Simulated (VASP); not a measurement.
Set up this calculation in VASP 6.6.1, as the native input.

* Task: single point
* Functional: PBE
* Dispersion: D3(BJ)
* Potentials or basis: VASP PAW PBE potentials, release 64 (Be, Li_sv)
* Cutoff: 520 eV
* k mesh: 4 × 4 × 3
* Occupations: gaussian, width 0.1 eV
* Spin: no spin polarisation
* Dipole correction: no
* Further INCAR settings: LREAL = Auto; ALGO = Normal; EDIFF = 1e-07; NBANDS = 32

The structure of LiBe16 (a cell with a defect) lies in POSCAR:

```
LiBe16
1.0
   -2.2900000000     -3.9663960000      0.0000000000
    3.4350000000     -1.9831980000      0.0000000000
    0.0000000000      0.0000000000      7.1768600000
Be Li
16 1
Direct
    0.7522695264      0.4913211690     -0.0040220932
    0.5038273464      0.3249343881      0.2351050459
    0.7448227470      0.4992547571      0.4834043022
    0.5663091815      0.2614905460      0.7445832857
    0.5049720082     -0.0265354006      0.0070066854
    0.2554672345      0.8278244446      0.2622901938
    0.5287849783      0.0090124018      0.4852760121
    0.2056212976      1.0356668913      0.7969469935
    0.2516154190      0.4654813128     -0.0198409890
   -0.0010602684      0.3310730670      0.2389968594
    0.2464591964      0.4237591149      0.4663336055
   -0.0117194257      0.4107224207      0.7221995413
   -0.0055978287     -0.0216064127      0.0302614235
    0.7569370245      0.8242520484      0.2526053176
    0.0100862147     -0.0421893940      0.5221213734
    0.7951084670      0.8430333012      0.7715782390
    0.3922601178      0.6762854934      0.6907030373
```

These files were run (other wordings do the same):

INCAR

```
SYSTEM = LiBe16
ALGO = Normal
EDIFF = 1E-7
ENCUT = 520
GGA = PE
ISIF = 2
ISMEAR = 0
IVDW = 12
LASPH = .TRUE.
LCHARG = .FALSE.
LREAL = Auto
LWAVE = .FALSE.
NBANDS = 32
NELM = 100
PREC = Accurate
SIGMA = 0.1
```

KPOINTS

```
k-points
0
G
  4 4 3
  0 0 0
```

Potentials or basis: VASP PAW PBE potentials, release 64 (Be, Li_sv).

Command:

```bash
$ cat potpaw_PBE.64/Be/POTCAR potpaw_PBE.64/Li_sv/POTCAR > POTCAR
$ mpirun -np 1 vasp_std > vasp.out
```

Results of the run:

The largest force is 0.427 eV/Å. The dispersion energy per atom is -0.370 eV.

Caveat: the k points lie up to 0.40 Å⁻¹ apart.

Wall time 3.9 min on 1 thread of Intel(R) Xeon(R) Platinum 8375C CPU @ 2.90GHz (Ice Lake), on a shared host, peak memory 0.26 GiB.
